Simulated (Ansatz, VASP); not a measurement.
**One calculation of YNb4N, two programs**

```
CELL_PARAMETERS angstrom
3.77012 0.00000 0.00000
0.00000 3.77012 0.00000
0.00000 0.00000 5.62436
ATOMIC_POSITIONS crystal
Y 0.50000 0.50000 0.50000
Nb 0.00000 0.50000 0.76448
Nb 0.50000 0.00000 0.76448
Nb 0.00000 0.50000 0.23552
Nb 0.50000 0.00000 0.23552
N 0.00000 0.00000 0.00000
```

Change from the starting cell: species swapped into the MgTiH4 type (P4/mmm, No. 123).

Alike in both runs: task relaxation of cell and atoms; functional PBE; k mesh 4 × 4 × 4; occupations gaussian, width 0.1 eV; no spin polarisation.

|  | VASP | Ansatz |
| --- | --- | --- |
| version | VASP 6.6.1 | Ansatz 0.2.0 |
| potentials or method | VASP PAW PBE potentials, release 64 (Y_sv, Nb_sv, N), cutoff 600 eV | scalar-relativistic, plane waves, PAW |
| valence electrons in the cell | 68 | 68 |

Ansatz gave:

* gap on the k mesh at the Fermi level, each at its own relaxed structure (eV): none
* relaxed volume (Å³/atom): 19.88
* relaxed length of the cell vector where the two differ most in proportion (Å): 7.877

Task: Estimate VASP's values.

Result: gap on the k mesh at the Fermi level, each at its own relaxed structure (eV): none; relaxed volume (Å³/atom): 19.63; relaxed length of the cell vector where the two differ most in proportion (Å): 7.778.

A gap of «none» marks a metal or a gap that the smearing closes.

The k mesh is coarse, so the values compare programs but aren't converged. Noted on VASP's run: the volume moved by over 15 % at a fixed basis, so the end points are rough.
